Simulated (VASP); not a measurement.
Write the native input for VASP 6.6.1 that does the following.

| Quantity | Value |
| --- | --- |
| Task | single point |
| Functional | PBEsol |
| Potentials or basis | VASP PAW PBE potentials, release 64 (Al, As) |
| Cutoff | 500 eV |
| k mesh | 8 × 8 × 8 |
| Occupations | gaussian, width 0.02 eV |
| Spin | no spin polarisation |
| Dipole correction | no |
| Further INCAR settings | ALGO = Normal; EDIFF = 1e-06; NBANDS = 11 |

The structure of AlAs lies in POSCAR:

```
AlAs
1.0
    0.0000000000      2.8372289493      2.8372289493
    2.8372289493      0.0000000000      2.8372289493
    2.8372289493      2.8372289493      0.0000000000
Al As
1 1
Direct
    0.0000000000      0.0000000000      0.0000000000
    0.2500000000      0.2500000000      0.2500000000
```

One way to write it, as run:

INCAR

```
SYSTEM = AlAs
  PREC = Accurate
  ENCUT = 500
  EDIFF = 1E-6
  ISMEAR = 0
  SIGMA = 0.02
  LREAL = .FALSE.
  LASPH = .TRUE.
  NELM = 120
  ALGO = Normal
  ISIF = 2
  LWAVE = .FALSE.
  LCHARG = .FALSE.
  GGA = PS
  NBANDS = 11
  GGA_COMPAT = .FALSE.
```

KPOINTS

```
regular mesh
0
G
  8 8 8
  0 0 0
```

Potentials or basis: VASP PAW PBE potentials, release 64 (Al, As).

Launch:

```bash
$ cat potpaw_PBE.64/Al/POTCAR potpaw_PBE.64/As/POTCAR > POTCAR
$ mpirun -np 1 vasp_std > vasp.out
```

Results of the run:

```json
{
 "Pressure": "0.3 GPa",
 "Band gap on the k mesh": "1.33 eV (least direct gap 1.92 eV)"
}
```

Caveat: the PAW data sets were made with another functional, which shifts forces and pressure a little.

It took 21 s on 1 thread of Intel(R) Xeon(R) Platinum 8259CL CPU @ 2.50GHz (Skylake/Cascade Lake), with other jobs on the host, peak memory 0.17 GiB.
